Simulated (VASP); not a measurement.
# Ir in VASP: notebook, part 2 of 2

VASP 6.6.1.

## 3. Single point, PBE (the cell strained at random)

Contents of INCAR:

```
SYSTEM = Ir
PREC = Accurate ; ENCUT = 520
EDIFF = 1E-6 ; ISMEAR = -1
SIGMA = 0.05 ; LREAL = .False.
LASPH = .True. ; NELM = 100
ALGO = Normal ; ISIF = 2
LWAVE = .False. ; LCHARG = .False.
GGA = PE ; NBANDS = 10
```

Contents of KPOINTS:

```
Automatic mesh
0
Gamma
  12 12 12
  0 0 0
```

Contents of POSCAR:

```
Ir
1.0
   -0.0090280000      1.9583660000      1.9389210000
    1.8983890000      0.0228980000      1.9069950000
    1.8996790000      1.9277290000      0.0216080000
Ir
1
Direct
   -0.0023390000     -0.0031610000     -0.0142520000
```

Potentials or basis: VASP PAW PBE potentials, release 64 (Ir).

Run with:

```
$ cat potpaw_PBE.64/Ir/POTCAR > POTCAR
$ mpirun -np 1 vasp_std > vasp.out
```

OUTCAR:

```text
SYSTEM = Ir
   PREC = Accurate
   ENCUT = 520
   EDIFF = 1E-6
   ISMEAR = -1
   LREAL = .False.
   LASPH = .True.
   NELM = 100
   ISIF = 2
   GGA = PE

 ion  position               nearest neighbor table
   1  0.998  0.997  0.986-

  LATTYP: Found a triclinic cell.
 ALAT       =     2.7065450867
 B/A-ratio  =     1.4066338176
 C/A-ratio  =     0.9902382339
 COS(alpha) =     0.0009431120
 COS(beta)  =     0.5009333357
 COS(gamma) =     0.7004098745

  Lattice vectors:

 A1 = (   1.8996790000,   1.9277290000,   0.0216080000)
 A2 = (   3.8070960000,  -0.0077390000,  -0.0103180000)
 A3 = (   0.0012900000,   1.9048310000,  -1.8853870000)

Analysis of symmetry for initial positions (statically):
=====================================================================
 Subroutine PRICEL returns:
 Original cell was already a primitive cell.

 Routine SETGRP: Setting up the symmetry group for a
 triclinic supercell.

 Subroutine GETGRP returns: Found  2 space group operations
 (whereof  1 operations were pure point group operations)
 out of a pool of  2 trial point group operations.

The static configuration has the point symmetry C_1 .
 The point group associated with its full space group is S_2 .

Analysis of symmetry for dynamics (positions and initial velocities):
=====================================================================
 Subroutine PRICEL returns:
 Original cell was already a primitive cell.

 Routine SETGRP: Setting up the symmetry group for a
 triclinic supercell.

 Subroutine GETGRP returns: Found  2 space group operations
 (whereof  1 operations were pure point group operations)
 out of a pool of  2 trial point group operations.

The dynamic configuration has the point symmetry C_1 .
 The point group associated with its full space group is S_2 .

[... 103 lines left out ...]
   ISYM   =      2    0-nonsym 1-usesym 2-fastsym
   POTIM  = 0.5000    time-step for ionic-motion
   TEBEG  =    0.0;   TEEND  =   0.0 temperature during run
   PSTRESS=    0.0 pullay stress
   NELECT =       9.0000    total number of electrons
   NUPDOWN=      -1.0000    fix difference up-down
   EMIN   =  10.00;   EMAX   =-10.00  energy-range for DOS
[... 5 lines left out ...]
     AMIX     =   0.40;   BMIX     =  1.00
     AMIX_MAG =   1.60;   BMIX_MAG =  1.00
  volume/ion in A,a.u.               =      14.06        94.87
  Fermi-wavevector in a.u.,A,eV,Ry     =   1.410937  2.666284 27.085694  1.990742
  Thomas-Fermi vector in A             =   2.532839
   LORBIT       =      0    0 simple, 1 ext, 2 COOP (PROOUT), +10 PAW based schemes
   GGA     = PE    functional components
   LHFCALC =     F    Hartree Fock is set to
   AEXX    =    0.0000 exact exchange contribution
   IVDW    =     0    specifies the selected vdW correction
   LEPSILON=     F    determine dielectric tensor
   LRPA    =     F    only Hartree local field effects (RPA)
 non-spin polarized calculation
  energy-cutoff  :      520.00
  volume of cell :       14.06
 maximum number of plane-waves:       388
   NGX = 11   NGY =  9   NGZ =  9

 number of electron       9.0000000 magnetization

 Free energy of the ion-electron system (eV)
  ---------------------------------------------------
  ext. energy  EPLUGINS =         0.00000000
  ---------------------------------------------------
  free energy    TOTEN  =        -8.84073531 eV

  energy without entropy =       -8.83591282  energy(sigma->0) =       -8.83832407

 E-fermi :  10.5418     XC(G=0): -14.0257

 val. band max:       10.5376164796   @ k =   0.3333  -0.0000   0.0833
 cond. band min:      10.5425055860   @ k =   0.0833   0.0000   0.3333
 fundamental gap:      0.0048891064
 Fermi energy:        10.5417626239

 k-point     1 :       0.0000    0.0000    0.0000
  band No.  band energies     occupation
      1      -0.6712      2.00000
      2       6.3186      2.00000
      3       6.6530      2.00000
      4       6.7851      2.00000
      5       9.1988      2.00000
      6       9.4319      2.00000
      7      24.8267      0.00000
      8      29.8736      0.00000
      9      30.6783      0.00000
     10      30.8415      0.00000
[... 287 lines left out ...]
 k-point    24 :       0.3333    0.1667   -0.0000
  band No.  band energies     occupation
      1       2.6765      2.00000
      2       5.0761      2.00000
      3       6.6798      2.00000
      4       7.8300      2.00000
      5       9.9033      1.99999
      6      10.6927      0.09325
      7      24.0202      0.00000
      8      28.1079      0.00000
      9      29.6698      0.00000
     10      31.4299      0.00000

 [... further k-points ...]
[... 5 lines left out ...]
  --------------------------------------------------------------------------------------
  -------------------------------------------------------------------------------------
  Total        1.2612760      0.7940456      1.1536724      0.1100599     -0.7410094      0.1543083
  in kB      143.7395539     90.4923006    131.4766572     12.5428170    -84.4481014     17.5855276
  external PRESSURE =     121.9028372 kB  Pullay stress =       0.0000000 kB

 VOLUME and BASIS-vectors are now :
 -----------------------------------------------------------------------------
  energy-cutoff  :      520.00
  volume of cell :       14.06
      direct lattice vectors                 reciprocal lattice vectors
    -0.009028000  1.958366000  1.938921000    -0.261452416  0.254764957  0.257213460
     1.898389000  0.022898000  1.906995000     0.262855327 -0.262010633  0.265862185
     1.899679000  1.927729000  0.021608000     0.262485370  0.263043452 -0.264459271

 POSITION                                       TOTAL-FORCE (eV/Angst)
 -----------------------------------------------------------------------------------
      3.75599      3.87687      3.85665        -0.000000     -0.000000      0.000000
 -----------------------------------------------------------------------------------
    total drift:                                0.000001     -0.000001      0.000001

  FREE ENERGIE OF THE ION-ELECTRON SYSTEM (eV)
  ---------------------------------------------------
  free  energy   TOTEN  =        -8.8407353116 eV

  energy  without entropy=       -8.8359128248  energy(sigma->0) =       -8.83832407
```

stdout:

```text
POSCAR found type information on POSCAR Ir
 POSCAR found :  1 types and       1 ions
 scaLAPACK will be used
 LDA part: xc-table for (Slater+PW92), standard interpolation
 POSCAR, INCAR and KPOINTS ok, starting setup
 FFT: planning ... GRIDC
 FFT: planning ... GRID_SOFT
 FFT: planning ... GRID
 WAVECAR not read
 entering main loop
```

Wall time 34 s (1 thread of Intel Xeon 6975P-C (Granite Rapids), shared host); peak memory 0.24 GiB.

Results:

- Free energy: -8.8407 eV
- Pressure: 12.2 GPa

Caveat: the cell differs from its parent crystal (the cell strained at random); spin-orbit coupling is left out, which moves the levels of the heavy elements.

## 4. Single point, PBEsol

This run uses another cell than the first one, of 13.86 Å³/atom, 0.930 times its volume.

Contents of INCAR:

```
ALGO = Normal
EDIFF = 1E-6
ENCUT = 520
GGA = PS
ISIF = 2
ISMEAR = -1
LASPH = True
LCHARG = False
LREAL = False
LWAVE = False
NBANDS = 10
NELM = 60
PREC = Accurate
SIGMA = 0.05
```

Contents of KPOINTS:

```
k-points
0
Gamma
  12 12 12
```

Contents of POSCAR:

```
Ir
1.0
    0.0000000000      1.9064845882      1.9064845882
    1.9064845882      0.0000000000      1.9064845882
    1.9064845882      1.9064845882      0.0000000000
Ir
1
Direct
    0.0000000000      0.0000000000      0.0000000000
```

Run with:

```
$ cat potpaw_PBE.64/Ir/POTCAR > POTCAR
$ mpirun -np 1 vasp_std > vasp.out
```

Run time: 4 s. Hardware: 1 thread of Intel Xeon 6975P-C (Granite Rapids), shared host; peak memory 0.13 GiB.

It converged, with:

| Item | Value |
| --- | --- |
| Free energy | -9.8367 eV |
| Pressure | 6.1 GPa |

Levels at points of the mesh, in eV from the Fermi level:
```csv
k point,band 1,band 2,band 3,band 4,band 5,band 6,band 7,band 8,band 9
"(0.00, 0.00, 0.00)",-11.45,-4.07,-4.07,-4.07,-1.27,-1.27,14.24,19.94,19.94
"(0.50, 0.00, 0.00)",-8.40,-4.17,-4.17,-0.91,0.90,0.90,7.40,13.77,19.90
"(0.50, 0.50, 0.00)",-8.23,-7.64,0.88,1.50,1.50,1.61,10.71,11.72,11.72
```

Caveat: the PAW data sets were made with another functional, which shifts forces and pressure a little; spin-orbit coupling is left out, which moves the levels of the heavy elements.

## 5. The runs side by side

```csv
level,cell,gap on the mesh (eV),pressure (GPa)
PBE,"a = 2.762 Å, angles 60.0°, 1 atom",none,-9.0
PBE,"a = 2.756, b = 2.691, c = 2.707 Å, angles 59.5, 59.4, 59.8°, 1 atom",none,12.2
PBEsol,"a = 2.696 Å, angles 60.0°, 1 atom",none,6.1
```

Alike in all rows: task single point; potentials or basis VASP PAW PBE potentials, release 64 (Ir); no spin polarisation; k mesh 12 × 12 × 12; cutoff (eV) 520; smearing fermi-dirac 0.05 eV.

Caveats: spin-orbit coupling is left out, which moves the levels of the heavy elements; the PAW data sets were made with another functional, which shifts forces and pressure a little (some runs).

Absolute energies hang on the potentials; compare differences alone.
